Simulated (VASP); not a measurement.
## MgO: single point with r2SCAN

Crystal: MgO.

```xyz
2
Lattice="2.9380 0.0000 0.0000 -1.4690 2.5444 0.0000 0.0000 0.0000 2.6797" Properties=species:S:1:pos:R:3 pbc="T T T"
Mg    0.0218    0.0077    0.0075
O     0.0333    1.6735    1.3474
```

```yaml
Program: VASP 6.6.1
Task: single point
Functional: r2SCAN
Potentials_or_basis: VASP PAW PBE potentials, release 64 (Mg_sv, O)
Cutoff: 660 eV
k_mesh: 9 × 9 × 9
Occupations: gaussian, width 0.1 eV
Spin: no spin polarisation
```

The pressure is -5.6 GPa and the largest force is 0.115 eV/Å. The band gap on the k mesh is 3.81 eV, indirect (least direct gap 4.22 eV).

Forces in eV/Å, atoms in the order of the input:
```
Mg   0.036 -0.110  0.000
O   -0.036  0.110  0.000
```

Stress tensor (GPa, compression positive):
```
-5.25  0.02  0.00
 0.02 -5.53  0.00
 0.00  0.00 -6.15
```

Levels at points of the mesh, in eV from the valence-band top:
```tsv
k point	band 5	band 6	band 7	band 8	band 9	band 10	band 11	band 12
(0.00, 0.00, 0.00)	-18.38	-0.64	-0.60	-0.41	3.81	12.91	16.59	16.69
```

Run time: 2.2 min on 1 thread of Intel(R) Xeon(R) 6975P-C (Granite Rapids) (shared host), peak memory 0.21 GiB.

Caveat: the PAW data sets were made with another functional, which shifts forces and pressure a little. A k mesh can miss the band edges.
